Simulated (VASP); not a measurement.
# Ti in VASP: notebook, part 2 of 3

VASP 6.6.1. Earlier steps stand in the parts before.

## 3. Electric field gradients, LDA (zz strain of +3 %)

File INCAR:

```
PREC = Accurate ; ENCUT = 520
EDIFF = 1E-8 ; ISMEAR = -1
SIGMA = 0.05 ; LREAL = False
LASPH = True ; NELM = 100
ALGO = Normal ; ISIF = 2
LWAVE = False ; LCHARG = False
GGA = CA ; LEFG = True
NBANDS = 12
```

File KPOINTS:

```
regular mesh
0
Gamma
  15 15 15
```

File POSCAR:

```
Ti
1.0
    0.0000000000      2.0300000000      2.0909000000
    2.0300000000      0.0000000000      2.0909000000
    2.0300000000      2.0300000000      0.0000000000
Ti
1
Direct
    0.0000000000      0.0000000000      0.0000000000
```

Potentials or basis: VASP PAW LDA potentials, release 64 (Ti_sv).

The run is started by

```sh
cat potpaw_LDA.64/Ti_sv/POTCAR > POTCAR
mpirun -np 1 vasp_std > vasp.out
```

OUTCAR:

```text
PREC = Accurate
   ENCUT = 520
   EDIFF = 1E-8
   ISMEAR = -1
   LREAL = False
   LASPH = True
   NELM = 100
   ISIF = 2
   GGA = CA

 ion  position               nearest neighbor table
   1  0.000  0.000  0.000-

  LATTYP: Found a body centered tetragonal cell.
 ALAT       =     2.8708535316
 C/A-ratio  =     1.4566399692

  Lattice vectors:

 A1 = (  -2.0300000000,   0.0000000000,   2.0909000000)
 A2 = (   2.0300000000,   0.0000000000,   2.0909000000)
 A3 = (   0.0000000000,   2.0300000000,  -2.0909000000)

Analysis of symmetry for initial positions (statically):
=====================================================================
 Subroutine PRICEL returns:
 Original cell was already a primitive cell.

 Routine SETGRP: Setting up the symmetry group for a
 body centered tetragonal supercell.

 Subroutine GETGRP returns: Found 16 space group operations
 (whereof 16 operations were pure point group operations)
 out of a pool of 16 trial point group operations.

The static configuration has the point symmetry D_4h.

Analysis of symmetry for dynamics (positions and initial velocities):
=====================================================================
 Subroutine PRICEL returns:
 Original cell was already a primitive cell.

 Routine SETGRP: Setting up the symmetry group for a
 body centered tetragonal supercell.

 Subroutine GETGRP returns: Found 16 space group operations
 (whereof 16 operations were pure point group operations)
 out of a pool of 16 trial point group operations.

The dynamic configuration has the point symmetry D_4h.

 Subroutine INISYM returns: Found 16 space group operations
 (whereof 16 operations are pure point group operations),
 and found     1 'primitive' translations

----------------------------------------------------------------------------------------

                                     Primitive cell

  volume of cell :      17.2328

  direct lattice vectors                    reciprocal lattice vectors
     0.000000000  2.030000000  2.090900000    -0.246305419  0.246305419  0.239131474
     2.030000000  0.000000000  2.090900000     0.246305419 -0.246305419  0.239131474
     2.030000000  2.030000000  0.000000000     0.246305419  0.246305419 -0.239131474

  length of vectors
     2.914234515  2.914234515  2.870853532     0.422512225  0.422512225  0.422512225

  position of ions in fractional coordinates (direct lattice)
     0.000000000  0.000000000  0.000000000

  ion indices of the primitive-cell ions
   primitive index   ion index
                 1           1

----------------------------------------------------------------------------------------

 KPOINTS: regular mesh

Automatic generation of k-mesh.
 Grid dimensions read from file:
 generate k-points for:   15   15   15

 Generating k-lattice:

  Cartesian coordinates                     Fractional coordinates (reciprocal lattice)
    -0.016420361  0.016420361  0.015942098     0.066666667 -0.000000000  0.000000000
[... 73 lines left out ...]
   EFERMI =   0.00;   METHOD = LEGACY
   ISMEAR =    -1;   SIGMA  =   0.05  broadening in eV -4-tet -1-fermi 0-gaus
   EFERMI_NEDOS =   21; number of points for ismear=-14 and -15
   IALGO  =     38    algorithm
   IMIX   =      4    mixing-type and parameters
     AMIX     =   0.40;   BMIX     =  1.00
     AMIX_MAG =   1.60;   BMIX_MAG =  1.00
  volume/ion in A,a.u.               =      17.23       116.29
  Fermi-wavevector in a.u.,A,eV,Ry     =   1.451054  2.742094 28.647838  2.105557
  Thomas-Fermi vector in A             =   2.568595
   LORBIT       =      0    0 simple, 1 ext, 2 COOP (PROOUT), +10 PAW based schemes
   GGA     = CA    functional components
   LHFCALC =     F    Hartree Fock is set to
   AEXX    =    0.0000 exact exchange contribution
   IVDW    =     0    specifies the selected vdW correction
   LEPSILON=     F    determine dielectric tensor
   LRPA    =     F    only Hartree local field effects (RPA)
 non-spin polarized calculation
  energy-cutoff  :      520.00
  volume of cell :       17.23
 maximum number of plane-waves:       481
 NGX is ok and might be reduce to    24
   NGX = 11   NGY = 11   NGZ = 11

 number of electron      12.0000001 magnetization

 Free energy of the ion-electron system (eV)
  ---------------------------------------------------
  ext. energy  EPLUGINS =         0.00000000
  ---------------------------------------------------
  free energy    TOTEN  =        -8.47310705 eV

  energy without entropy =       -8.45842548  energy(sigma->0) =       -8.46576626

 E-fermi :   8.0622     XC(G=0): -11.8223

 val. band max:        8.0587150419   @ k =  -0.3333   0.0667   0.0000
 cond. band min:       8.0682959944   @ k =  -0.3333   0.0000   0.0667
 fundamental gap:      0.0095809526
 Fermi energy:         8.0622418481

 k-point     1 :       0.0000    0.0000    0.0000
  band No.  band energies     occupation
      1     -47.9436      2.00000
      2     -24.1681      2.00000
      3     -24.1606      2.00000
      4     -24.1606      2.00000
      5       2.0305      2.00000
      6       8.7558      0.00000
      7       8.9968      0.00000
      8       8.9968      0.00000
      9      10.3886      0.00000
     10      10.6697      0.00000
     11      23.4719      0.00000
     12      27.4376      0.00000
[... 331 lines left out ...]
 k-point    24 :       0.2000    0.1333    0.0000
  band No.  band energies     occupation
      1     -47.8991      2.00000
      2     -24.3637      2.00000
      3     -24.2174      2.00000
      4     -24.2165      2.00000
      5       3.2173      2.00000
      6       8.0473      1.14844
      7       9.3433      0.00000
      8       9.5139      0.00000
      9       9.8201      0.00000
     10      10.8873      0.00000
     11      23.9456      0.00000
     12      24.6412      0.00000

 [... further k-points ...]

------------------------ aborting loop because EDIFF is reached ----------------------------------------

  FORCE on cell =-STRESS in cart. coord.  units (eV):
  Direction    XX          YY          ZZ          XY          YZ          ZX
  --------------------------------------------------------------------------------------
  -------------------------------------------------------------------------------------
  Total       -0.8165547     -0.8165547     -0.9103303      0.0000000     -0.0000000      0.0000000
  in kB      -75.9172605    -75.9172605    -84.6358277      0.0000000     -0.0000000      0.0000000
  external PRESSURE =     -78.8234496 kB  Pullay stress =       0.0000000 kB

 VOLUME and BASIS-vectors are now :
 -----------------------------------------------------------------------------
  energy-cutoff  :      520.00
  volume of cell :       17.23
      direct lattice vectors                 reciprocal lattice vectors
     0.000000000  2.030000000  2.090900000    -0.246305419  0.246305419  0.239131474
     2.030000000  0.000000000  2.090900000     0.246305419 -0.246305419  0.239131474
     2.030000000  2.030000000  0.000000000     0.246305419  0.246305419 -0.239131474

 POSITION                                       TOTAL-FORCE (eV/Angst)
 -----------------------------------------------------------------------------------
      0.00000      0.00000      0.00000         0.000000     -0.000000      0.000000
 -----------------------------------------------------------------------------------
    total drift:                               -0.000000     -0.000000     -0.000000

  FREE ENERGIE OF THE ION-ELECTRON SYSTEM (eV)
  ---------------------------------------------------
  free  energy   TOTEN  =        -8.4731070500 eV

  energy  without entropy=       -8.4584254779  energy(sigma->0) =       -8.46576626

 Electric field gradients (V/A^2)
---------------------------------------------------------------------
 ion       V_xx      V_yy      V_zz      V_xy      V_xz      V_yz
---------------------------------------------------------------------
   1       1.611     1.611    -3.222    -0.001     0.000     0.000
---------------------------------------------------------------------

 Electric field gradients after diagonalization (V/A^2)
 (convention: |V_zz| > |V_xx| > |V_yy|)
----------------------------------------------------------------------
 ion       V_xx      V_yy      V_zz     asymmetry (V_yy - V_xx)/ V_zz
----------------------------------------------------------------------
   1       1.612     1.610    -3.222       0.000
----------------------------------------------------------------------

           NMR quadrupolar parameters

 Cq : quadrupolar parameter    Cq=e*Q*V_zz/h
 eta: asymmetry parameters     (V_yy - V_xx)/ V_zz
 Q  : nuclear electric quadrupole moment in mb (millibarn)
----------------------------------------------------------------------
 ion       Cq(MHz)       eta       Q (mb)
----------------------------------------------------------------------
   1      -0.008       0.000       1.000
----------------------------------------------------------------------
```

OSZICAR:

```text
N       E                     dE             d eps       ncg     rms          rms(c)
DAV:   1     0.859353576789E+02    0.85935E+02   -0.65055E+03  6924   0.119E+03
DAV:   2    -0.522194505899E+01   -0.91157E+02   -0.88787E+02  7016   0.294E+02
DAV:   3    -0.941896486782E+01   -0.41970E+01   -0.41524E+01  9656   0.645E+01
DAV:   4    -0.952219014537E+01   -0.10323E+00   -0.10311E+00  7848   0.875E+00
DAV:   5    -0.952479964502E+01   -0.26095E-02   -0.26094E-02  8264   0.120E+00    0.820E+00
DAV:   6    -0.848627534887E+01    0.10385E+01   -0.21532E+00  7520   0.213E+01    0.211E+00
DAV:   7    -0.846745432608E+01    0.18821E-01   -0.91632E-02  8520   0.317E+00    0.124E+00
DAV:   8    -0.847280782128E+01   -0.53535E-02   -0.38269E-02  7180   0.260E+00    0.164E-01
DAV:   9    -0.847308505932E+01   -0.27724E-03   -0.30684E-03  8820   0.645E-01    0.777E-02
DAV:  10    -0.847311695228E+01   -0.31893E-04   -0.32073E-04  7496   0.212E-01    0.108E-02
DAV:  11    -0.847310838888E+01    0.85634E-05   -0.21544E-05  8172   0.677E-02    0.121E-02
DAV:  12    -0.847310703920E+01    0.13497E-05   -0.44932E-06  7672   0.277E-02    0.127E-03
DAV:  13    -0.847310705052E+01   -0.11323E-07   -0.89338E-08  8108   0.334E-03    0.898E-04
DAV:  14    -0.847310705004E+01    0.48294E-09   -0.34187E-08  7568   0.258E-03
   1 F= -.84731071E+01 E0= -.84657663E+01  d E =-.146816E-01
```

Run time: 2.6 min. Hardware: 1 thread of AMD EPYC 7R13, shared host; peak memory 0.14 GiB.

Results:

```
Free energy            : -8.4731 eV
Pressure               : -7.9 GPa
Band gap on the k mesh : zero (band 6 reaches 8.85 eV, above the bottom of band 7 at 7.72 eV)
```

Stress tensor (GPa, compression positive):
```
-7.59  0.00  0.00
 0.00 -7.59  0.00
 0.00  0.00 -8.46
```

Electric field gradients, principal values (V/Å²):
```tsv
atom	least	middle	greatest (by size)
1 Ti	1.610	1.612	-3.222
```

Caveat: the cell differs from its parent crystal (zz strain of +3 %); without QUAD_EFG the Cq values of the log hold for a quadrupole moment of 1 mb, not for the nuclei.

## 4. Electric field gradients, LDA (equal xy, yz and zx shear strains of -3 %)

File INCAR:

```
SYSTEM = Ti
PREC = Accurate ; ENCUT = 520
EDIFF = 1E-8 ; ISMEAR = -1
SIGMA = 0.05 ; LREAL = .False.
LASPH = .True. ; NELM = 60
ALGO = Normal ; ISIF = 2
LWAVE = .False. ; LCHARG = .False.
GGA = CA ; LEFG = .True.
NBANDS = 12
```

File KPOINTS:

```
regular mesh
0
Gamma
  15 15 15
  0 0 0
```

File POSCAR:

```
Ti
1.0
   -0.0609000000      1.9995500000      1.9995500000
    1.9995500000     -0.0609000000      1.9995500000
    1.9995500000      1.9995500000     -0.0609000000
Ti
1
Direct
    0.0000000000      0.0000000000      0.0000000000
```

Potentials or basis: VASP PAW LDA potentials, release 64 (Ti_sv).

The run is started by

```sh
cat potpaw_LDA.64/Ti_sv/POTCAR > POTCAR
mpirun -np 1 vasp_std > vasp.out
```

OUTCAR:

```text
SYSTEM = Ti
   PREC = Accurate
   ENCUT = 520
   EDIFF = 1E-8
   ISMEAR = -1
   LREAL = .False.
   LASPH = .True.
   NELM = 60
   ISIF = 2
   GGA = CA

 ion  position               nearest neighbor table
   1  0.000  0.000  0.000-

  LATTYP: Found a trigonal (rhomboedric) cell.
 ALAT       =     2.8284464313
 COS(alpha) =     0.4693254694

  Lattice vectors:

 A1 = (  -0.0609000000,   1.9995500000,   1.9995500000)
[... 567 lines left out ...]
    total drift:                               -0.000000      0.000000     -0.000000

  FREE ENERGIE OF THE ION-ELECTRON SYSTEM (eV)
  ---------------------------------------------------
  free  energy   TOTEN  =        -8.4871403083 eV

  energy  without entropy=       -8.4737692871  energy(sigma->0) =       -8.48045480

 Electric field gradients (V/A^2)
---------------------------------------------------------------------
 ion       V_xx      V_yy      V_zz      V_xy      V_xz      V_yz
---------------------------------------------------------------------
   1      -0.000    -0.000    -0.000     6.496     6.496     6.496
---------------------------------------------------------------------

 Electric field gradients after diagonalization (V/A^2)
 (convention: |V_zz| > |V_xx| > |V_yy|)
----------------------------------------------------------------------
 ion       V_xx      V_yy      V_zz     asymmetry (V_yy - V_xx)/ V_zz
----------------------------------------------------------------------
   1      -6.496    -6.496    12.993       0.000
----------------------------------------------------------------------

           NMR quadrupolar parameters

 Cq : quadrupolar parameter    Cq=e*Q*V_zz/h
 eta: asymmetry parameters     (V_yy - V_xx)/ V_zz
 Q  : nuclear electric quadrupole moment in mb (millibarn)
----------------------------------------------------------------------
 ion       Cq(MHz)       eta       Q (mb)
----------------------------------------------------------------------
   1       0.031       0.000       1.000
----------------------------------------------------------------------
```

OSZICAR:

```text
N       E                     dE             d eps       ncg     rms          rms(c)
DAV:   1     0.856594404631E+02    0.85659E+02   -0.65447E+03  8284   0.121E+03
DAV:   2    -0.524019523137E+01   -0.90900E+02   -0.88387E+02  8416   0.295E+02
DAV:   3    -0.938063648002E+01   -0.41404E+01   -0.40939E+01 11356   0.644E+01
DAV:   4    -0.947533502645E+01   -0.94699E-01   -0.94578E-01  9408   0.848E+00
DAV:   5    -0.947778672824E+01   -0.24517E-02   -0.24516E-02  9828   0.119E+00    0.844E+00
DAV:   6    -0.849783749255E+01    0.97995E+00   -0.20263E+00  9004   0.208E+01    0.223E+00
DAV:   7    -0.848010108468E+01    0.17736E-01   -0.97963E-02 10084   0.334E+00    0.126E+00
DAV:   8    -0.848682144321E+01   -0.67204E-02   -0.40182E-02  8488   0.260E+00    0.158E-01
DAV:   9    -0.848710099114E+01   -0.27955E-03   -0.30048E-03 10444   0.630E-01    0.800E-02
DAV:  10    -0.848715285244E+01   -0.51861E-04   -0.29479E-04  8624   0.199E-01    0.135E-02
DAV:  11    -0.848714134960E+01    0.11503E-04   -0.19801E-05  9928   0.603E-02    0.105E-02
DAV:  12    -0.848714027338E+01    0.10762E-05   -0.30892E-06  8904   0.226E-02    0.127E-03
DAV:  13    -0.848714031266E+01   -0.39276E-07   -0.12825E-07  9604   0.323E-03    0.104E-03
DAV:  14    -0.848714030828E+01    0.43785E-08   -0.32867E-08  9020   0.266E-03
   1 F= -.84871403E+01 E0= -.84804548E+01  d E =-.133710E-01
```

Wall time 2.8 min (1 thread of AMD EPYC 7R13, shared host); peak memory 0.15 GiB.

Results:

```
Free energy            : -8.4871 eV
Pressure               : -4.9 GPa
Band gap on the k mesh : zero (band 6 reaches 9.19 eV, above the bottom of band 7 at 8.04 eV)
```

Electric field gradients, principal values (V/Å²):
```
atom   least  middle  greatest (by size)
1 Ti  -6.496  -6.496              12.993
```

Caveat: the cell differs from its parent crystal (equal xy, yz and zx shear strains of -3 %); without QUAD_EFG the Cq values of the log hold for a quadrupole moment of 1 mb, not for the nuclei.

(Continued in part 3 of 3.)
